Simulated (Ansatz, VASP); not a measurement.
YB: VASP beside Ansatz

File INCAR:

```
  PREC = Accurate
  ENCUT = 520
  EDIFF = 1E-6
  ISMEAR = 0
  SIGMA = 0.05
  LREAL = F
  LASPH = T
  NELM = 80
  ALGO = Normal
  ISIF = 2
  LWAVE = F
  LCHARG = F
  GGA = PS
  NBANDS = 14
```

KPOINTS

```
regular mesh
0
Gamma
  10 10 10
```

File POSCAR:

```
YB
1.0
    0.0000000000      2.6113063142      2.6113063142
    2.6113063142      0.0000000000      2.6113063142
    2.6113063142      2.6113063142      0.0000000000
Y B
1 1
Direct
    0.5000000000      0.5000000000      0.5000000000
    0.0000000000      0.0000000000      0.0000000000
```

Input for Ansatz:

```yaml
crystal:
  lattice:
    - [0.0, 2.6113063142, 2.6113063142]
    - [2.6113063142, 0.0, 2.6113063142]
    - [2.6113063142, 2.6113063142, 0.0]
  atoms:
    - { symbol: "Y", position: [0.5, 0.5, 0.5] }
    - { symbol: B, position: [0.0, 0.0, 0.0] }
basis:
  ecutwfc: 420
  ecutrho_ratio: 4
kpoints:
  mp_grid: { grid: [10, 10, 10] }
hamiltonian:
  xc: pbesol
scf:
  occupations: { method: gaussian, width: 0.05 }
output:
  forces: true
  stress: true
  eigenvalues: true
```

Alike in both runs: task single point; functional PBEsol; k mesh 10 × 10 × 10; occupations gaussian, width 0.05 eV; no spin polarisation.

|  | VASP | Ansatz |
| --- | --- | --- |
| version | VASP 6.6.1 | Ansatz 0.2.0 |
| potentials or method | VASP PAW PBE potentials, release 64 (Y_sv, B), cutoff 520 eV | scalar-relativistic, plane waves, PAW |
| valence electrons in the cell | 14 | 14 |

```csv
,VASP,Ansatz,Ansatz less VASP
gap on the k mesh at the Fermi level (eV),none,none,-
pressure (GPa),4.0,4.1,+0.09
```

VASP's potentials were made for PBE, not for PBEsol. A gap of «none» marks a metal or a gap that the smearing closes. With one functional, cell and mesh, what is left measures potentials, basis and numerics.
